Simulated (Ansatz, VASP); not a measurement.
# One calculation of InAs, two programs

Contents of INCAR:

```
SYSTEM = InAs
PREC = Accurate ; ENCUT = 500
EDIFF = 1E-6 ; ISMEAR = -1
SIGMA = 0.02 ; LREAL = .FALSE.
LASPH = .TRUE. ; NELM = 120
ALGO = Normal ; ISIF = 2
LWAVE = .FALSE. ; LCHARG = .FALSE.
GGA = PS ; NBANDS = 26
GGA_COMPAT = .FALSE.
```

The input KPOINTS:

```
Automatic mesh
0
G
  6 6 4
  0 0 0
```

POSCAR

```
InAs
1.0
    3.9653011097      0.0000000000      0.0000000000
   -1.9826505549      3.4340514946      0.0000000000
    0.0000000000      0.0000000000      6.8488974507
In As
2 2
Direct
    0.0000000000      0.0000000000      0.0000000000
    0.0000000000      0.0000000000      0.5000000000
    0.3333333333      0.6666666667      0.2500000000
    0.6666666667      0.3333333333      0.7500000000
```

Input for Ansatz:

```yaml
crystal:
  lattice:
    - [3.9653011097, 0.0, 0.0]
    - [-1.9826505549, 3.4340514946, 0.0]
    - [0.0, 0.0, 6.8488974507]
  atoms:
    - { symbol: In, position: [0.0, 0.0, 0.0] }
    - { symbol: In, position: [0.0, 0.0, 0.5] }
    - { symbol: As, position: [0.3333333333, 0.6666666667, 0.25] }
    - { symbol: As, position: [0.6666666667, 0.3333333333, 0.75] }
kpoints:
  mp_grid: { grid: [6, 6, 4] }
hamiltonian:
  xc: pbesol
scf:
  occupations: { method: fermi_dirac, width: 0.02 }
  n_extra_bands: 5
output:
  forces: true
  stress: true
  eigenvalues: true
```

Alike in both runs: task single point; functional PBEsol; k mesh 6 × 6 × 4; occupations fermi-dirac, width 0.02 eV; no spin polarisation.

|  | VASP | Ansatz |
| --- | --- | --- |
| version | VASP 6.6.1 | Ansatz 0.2.0 |
| potentials or method | VASP PAW PBE potentials, release 64 (In_d, As) | plane waves, PAW |
| plane-wave cutoff (eV) | 500 | 420 |
| valence electrons in the cell | 36 | 56 |

|  | VASP | Ansatz | Ansatz less VASP |
| --- | --- | --- | --- |
| pressure (GPa) | -1.0 | -1.1 | -0.09 |
| traceless stress, the component that is largest in VASP (GPa) | 0.73 | 0.72 | -0.011 |

VASP's potentials were made for PBE, not for PBEsol. VASP's potentials hold 36 valence electrons a cell and Ansatz's 56, so a difference there can come from the potentials and not from the codes.
